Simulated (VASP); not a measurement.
# Cl (P6/mmm) in VASP: a series of runs, part 2 of 2

VASP 6.6.1. The steps go on from the part before.

## (3) Single point, PBE

This run uses another cell than the first one, of 22.97 Å³/atom.

INCAR reads:

```
SYSTEM = Cl
PREC = Accurate
ENCUT = 520
EDIFF = 1E-6
ISMEAR = -1
SIGMA = 0.05
LREAL = .FALSE.
LASPH = .TRUE.
NELM = 80
ALGO = Normal
ISIF = 2
LWAVE = .FALSE.
LCHARG = .FALSE.
GGA = PE
NBANDS = 18
```

KPOINTS reads:

```
regular mesh
0
G
  8 8 11
  0 0 0
```

POSCAR reads:

```
Cl
1.0
    5.9597078773      0.0000000000      0.0000000000
   -2.9798539387      5.1612584209      0.0000000000
    0.0000000000      0.0000000000      2.2399378915
Cl
3
Direct
    0.0000000000      0.0000000000      0.0000000000
    0.3333333333      0.6666666667      0.5000000000
    0.6666666667      0.3333333333      0.5000000000
```

Potentials or basis: VASP PAW PBE potentials, release 64 (Cl).

Launch:

```sh
$ cat potpaw_PBE.64/Cl/POTCAR > POTCAR
$ mpirun -np 1 vasp_std > vasp.out
```

OUTCAR:

```text
SYSTEM = Cl
   PREC = Accurate
   ENCUT = 520
   EDIFF = 1E-6
   ISMEAR = -1
   LREAL = .FALSE.
   LASPH = .TRUE.
   NELM = 80
   ISIF = 2
   GGA = PE

 ion  position               nearest neighbor table
   1  0.000  0.000  0.000-
   2  0.333  0.667  0.500-
   3  0.667  0.333  0.500-

  LATTYP: Found a hexagonal cell.
 ALAT       =     5.9597078773
 C/A-ratio  =     0.3758469270

  Lattice vectors:

 A1 = (   5.9597078773,   0.0000000000,   0.0000000000)
 A2 = (  -2.9798539387,   5.1612584209,   0.0000000000)
 A3 = (   0.0000000000,   0.0000000000,   2.2399378915)

Analysis of symmetry for initial positions (statically):
=====================================================================
 Subroutine PRICEL returns:
 Original cell was already a primitive cell.

 Routine SETGRP: Setting up the symmetry group for a
 hexagonal supercell.

 Subroutine GETGRP returns: Found 24 space group operations
 (whereof 24 operations were pure point group operations)
 out of a pool of 24 trial point group operations.

The static configuration has the point symmetry D_6h.

Analysis of symmetry for dynamics (positions and initial velocities):
=====================================================================
 Subroutine PRICEL returns:
 Original cell was already a primitive cell.

 Routine SETGRP: Setting up the symmetry group for a
 hexagonal supercell.

 Subroutine GETGRP returns: Found 24 space group operations
 (whereof 24 operations were pure point group operations)
 out of a pool of 24 trial point group operations.

The dynamic configuration has the point symmetry D_6h.

 Subroutine INISYM returns: Found 24 space group operations
 (whereof 24 operations are pure point group operations),
 and found     1 'primitive' translations

----------------------------------------------------------------------------------------

                                     Primitive cell

  volume of cell :      68.8996

  direct lattice vectors                    reciprocal lattice vectors
     5.959707877  0.000000000  0.000000000     0.167793459  0.096875599  0.000000000
    -2.979853939  5.161258421  0.000000000     0.000000000  0.193751198  0.000000000
     0.000000000  0.000000000  2.239937891     0.000000000  0.000000000  0.446440950

  length of vectors
     5.959707877  5.959707877  2.239937891     0.193751198  0.193751198  0.446440950

  position of ions in fractional coordinates (direct lattice)
     0.000000000  0.000000000  0.000000000
     0.333333333  0.666666667  0.500000000
     0.666666667  0.333333333  0.500000000

  ion indices of the primitive-cell ions
   primitive index   ion index
                 1           1
                 2           2
                 3           3

----------------------------------------------------------------------------------------

 KPOINTS: regular mesh

Automatic generation of k-mesh.
 Grid dimensions read from file:
 generate k-points for:    8    8   11

 Generating k-lattice:

  Cartesian coordinates                     Fractional coordinates (reciprocal lattice)
     0.020974182  0.012109450  0.000000000     0.125000000  0.000000000  0.000000000
     0.000000000  0.024218900  0.000000000     0.000000000  0.125000000  0.000000000
     0.000000000  0.000000000  0.040585541     0.000000000  0.000000000  0.090909091

  Length of vectors
     0.024218900  0.024218900  0.040585541

  Shift w.r.t. Gamma in fractional coordinates (k-lattice)
     0.000000000  0.000000000  0.000000000

 Subroutine IBZKPT returns following result:
 ===========================================

 Found     60 irreducible k-points:

 Following reciprocal coordinates:
            Coordinates               Weight
  0.000000  0.000000  0.000000      1.000000
  0.125000  0.000000  0.000000      6.000000
  0.250000  0.000000  0.000000      6.000000
  0.375000  0.000000  0.000000      6.000000
  0.500000  0.000000  0.000000      3.000000
  0.125000  0.125000  0.000000      6.000000
[... 16 lines left out ...]
  0.250000  0.000000  0.181818     12.000000
  0.375000  0.000000  0.181818     12.000000
 [... further k-points ...]
   k-points           NKPTS =     60   k-points in BZ     NKDIM =     60   number of bands    NBANDS=     18
   number of dos      NEDOS =    301   number of ions     NIONS =      3
   total plane-waves  NPLWV =  41472
   dimension x,y,z NGX =    48 NGY =   48 NGZ =   18
   dimension x,y,z NGXF=    96 NGYF=   96 NGZF=   36
   ions per type =               3
   NGX,Y,Z   is equivalent  to a cutoff of  13.39, 13.39, 13.36 a.u.
   NGXF,Y,Z  is equivalent  to a cutoff of  26.78, 26.78, 26.72 a.u.
 SYSTEM =  Cl
   PREC   = accura    normal or accurate (medium, high low for compatibility)
   ISTART =      0    job   : 0-new  1-cont  2-samecut
   ICHARG =      2    charge: 1-file 2-atom 10-const
   ISPIN  =      1    spin polarized calculation?
   LNONCOLLINEAR =      F non collinear calculations
   LSORBIT =      F    spin-orbit coupling
   LASPH  =      T    aspherical Exc in radial PAW
   ENCUT  =  520.0 eV  38.22 Ry    6.18 a.u.  11.08 11.08  4.16*2*pi/ulx,y,z
   NELM   =     80;   NELMIN=  2; NELMDL= -5     # of ELM steps
   EDIFF  = 0.1E-05   stopping-criterion for ELM
   LREAL  =      F    real-space projection
   EDIFFG = 0.1E-04   stopping-criterion for IOM
   NSW    =      0    number of steps for IOM
   IBRION =     -1    ionic relax: 0-MD 1-quasi-New 2-CG
   NFREE  =      0    steps in history (QN), initial steepest desc. (CG)
   ISIF   =      2    stress and relaxation
   ISYM   =      2    0-nonsym 1-usesym 2-fastsym
   POTIM  = 0.5000    time-step for ionic-motion
   TEBEG  =    0.0;   TEEND  =   0.0 temperature during run
   PSTRESS=    0.0 pullay stress
   NELECT =      21.0000    total number of electrons
   NUPDOWN=      -1.0000    fix difference up-down
   EMIN   =  10.00;   EMAX   =-10.00  energy-range for DOS
   EFERMI =   0.00;   METHOD = LEGACY
   ISMEAR =    -1;   SIGMA  =   0.05  broadening in eV -4-tet -1-fermi 0-gaus
   EFERMI_NEDOS =   21; number of points for ismear=-14 and -15
   IALGO  =     38    algorithm
   IMIX   =      4    mixing-type and parameters
     AMIX     =   0.40;   BMIX     =  1.00
     AMIX_MAG =   1.60;   BMIX_MAG =  1.00
  volume/ion in A,a.u.               =      22.97       154.99
  Fermi-wavevector in a.u.,A,eV,Ry     =   1.101731  2.081971 16.514917  1.213812
  Thomas-Fermi vector in A             =   2.238163
   LORBIT       =      0    0 simple, 1 ext, 2 COOP (PROOUT), +10 PAW based schemes
   GGA     = PE    functional components
[... 5 lines left out ...]
 non-spin polarized calculation
  energy-cutoff  :      520.00
  volume of cell :       68.90
 maximum number of plane-waves:      1870
 NGX is ok and might be reduce to    48
   NGX = 23   NGY = 23   NGZ =  9

 number of electron      20.9999997 magnetization

 Free energy of the ion-electron system (eV)
  ---------------------------------------------------
  ext. energy  EPLUGINS =         0.00000000
  ---------------------------------------------------
  free energy    TOTEN  =        -4.72258230 eV

  energy without entropy =       -4.70403416  energy(sigma->0) =       -4.71330823

 E-fermi :   1.4819     XC(G=0):  -8.8498

 val. band max:        1.4733910009   @ k =   0.1250   0.0000   0.4545
 cond. band min:       1.4828490366   @ k =   0.5000   0.0000   0.4545
 fundamental gap:      0.0094580357
 Fermi energy:         1.4818896279

 k-point     1 :       0.0000    0.0000    0.0000
  band No.  band energies     occupation
      1     -15.5518      2.00000
      2     -15.1015      2.00000
      3     -14.8454      2.00000
      4      -2.7422      2.00000
      5      -2.7422      2.00000
      6      -2.5561      2.00000
[... 10 lines left out ...]
     17      12.2141      0.00000
     18      12.9253      0.00000

 k-point     2 :       0.1250    0.0000    0.0000
  band No.  band energies     occupation
      1     -15.5321      2.00000
      2     -15.1142      2.00000
      3     -14.8561      2.00000
      4      -2.9516      2.00000
      5      -2.8947      2.00000
      6      -2.3003      2.00000
[... 10 lines left out ...]
     17      12.6246      0.00000
     18      13.0409      0.00000
[... 442 lines left out ...]
 k-point    24 :       0.3750    0.0000    0.1818
  band No.  band energies     occupation
      1     -14.5745      2.00000
      2     -14.3821      2.00000
      3     -14.0926      2.00000
      4      -2.5475      2.00000
      5      -2.0268      2.00000
      6      -1.2143      2.00000
[... 10 lines left out ...]
     17      12.3157      0.00000
     18      14.7956      0.00000

 [... further k-points ...]
[... 5 lines left out ...]
  --------------------------------------------------------------------------------------
  -------------------------------------------------------------------------------------
  Total        1.6291055      1.6291055      1.5525096     -0.0000000      0.0000000      0.0000000
  in kB       37.8829019     37.8829019     36.1017560     -0.0000000      0.0000000      0.0000000
  external PRESSURE =      37.2891866 kB  Pullay stress =       0.0000000 kB

 VOLUME and BASIS-vectors are now :
 -----------------------------------------------------------------------------
  energy-cutoff  :      520.00
  volume of cell :       68.90
      direct lattice vectors                 reciprocal lattice vectors
     5.959707877  0.000000000  0.000000000     0.167793459  0.096875599  0.000000000
    -2.979853939  5.161258421  0.000000000     0.000000000  0.193751198  0.000000000
     0.000000000  0.000000000  2.239937891     0.000000000  0.000000000  0.446440950

 POSITION                                       TOTAL-FORCE (eV/Angst)
 -----------------------------------------------------------------------------------
      0.00000      0.00000      0.00000         0.000000      0.000000      0.000000
     -0.00000      3.44084      1.11997        -0.000000     -0.000000     -0.000000
      2.97985      1.72042      1.11997         0.000000      0.000000      0.000000
 -----------------------------------------------------------------------------------
    total drift:                               -0.000000      0.000000     -0.000000

  FREE ENERGIE OF THE ION-ELECTRON SYSTEM (eV)
  ---------------------------------------------------
  free  energy   TOTEN  =        -4.7225823010 eV

  energy  without entropy=       -4.7040341607  energy(sigma->0) =       -4.71330823
```

stdout:

```text
POSCAR found type information on POSCAR Cl
 POSCAR found :  1 types and       3 ions
 scaLAPACK will be used
 LDA part: xc-table for (Slater+PW92), standard interpolation
 POSCAR, INCAR and KPOINTS ok, starting setup
 FFT: planning ... GRIDC
 FFT: planning ... GRID_SOFT
 FFT: planning ... GRID
 WAVECAR not read
 entering main loop
```

Wall time 34 s (1 thread of AMD EPYC 9R45 (Zen 5), shared host); peak memory 0.18 GiB.

Results:

```
Free energy            : -4.7226 eV
Pressure               : 3.7 GPa
Band gap on the k mesh : zero (an odd number of electrons rules out a gap without spin polarisation)
```

Caveat: the cell stands under pressure; an odd number of electrons without spin polarisation forces a metal; a magnetic or distorted state may lie lower.
